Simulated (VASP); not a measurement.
Crystal: Ga3Te2O.

```
Ga Te O
1.0
     6.47649    0.00000    0.00000
    -3.23825    5.60881    0.00000
     0.00000    0.00000    3.55528
Ga Te O
3 2 1
Direct
  0.50000 0.00000 0.50000
  0.50000 0.50000 0.50000
  0.00000 0.50000 0.50000
  0.33333 0.66667 0.00000
  0.66667 0.33333 0.00000
  0.00000 0.00000 0.00000
```

The cell was generated, and may not be a known phase.

| Quantity | Value |
| --- | --- |
| Program | VASP 6.6.1 |
| Task | relaxation of cell and atoms |
| Functional | PBE |
| Potentials or basis | VASP PAW PBE potentials, release 64 (Ga_d, Te, O) |
| Cutoff | 600 eV |
| k mesh | 3 × 3 × 6 |
| Occupations | gaussian, width 0.1 eV |
| Spin | no spin polarisation |

At the start: pressure 19.3 GPa; volume 21.52 Å³/atom.

Where does the relaxation end?

Over 6 steps the energy falls by 406.0 meV/atom and the volume is 28.83 Å³/atom (+33.9 %); space group P6/mmm (No. 191, to 0.1 Å) before and after.

The path:
```csv
step,energy change (eV),largest force (eV/Å),pressure (GPa),volume (Å³)
1,0.0000,0.0000,19.27,129.15
2,-2.3929,0.0000,-1.25,183.19
3,-2.4253,0.0000,0.14,173.65
4,-2.4270,0.0000,-0.18,175.57
5,-2.4306,0.0000,-0.17,174.92
6,-2.4363,0.0000,-0.11,172.96
```

Final structure:
```
CELL_PARAMETERS angstrom
6.86947 0.00000 0.00000
-3.43474 5.94914 0.00000
0.00000 0.00000 4.23216
ATOMIC_POSITIONS crystal
Ga 0.50000 0.00000 0.50000
Ga 0.50000 0.50000 0.50000
Ga 0.00000 0.50000 0.50000
Te 0.33333 0.66667 0.00000
Te 0.66667 0.33333 0.00000
O 0.00000 0.00000 0.00000
```

Caveat: the k points lie up to 0.35 Å⁻¹ apart in the final cell, too coarse for converged energies and pressures of a metal; the volume moved by over 15 % at a fixed basis, so the end points are rough; an odd number of electrons without spin polarisation forces a metal; a magnetic or distorted state may lie lower.
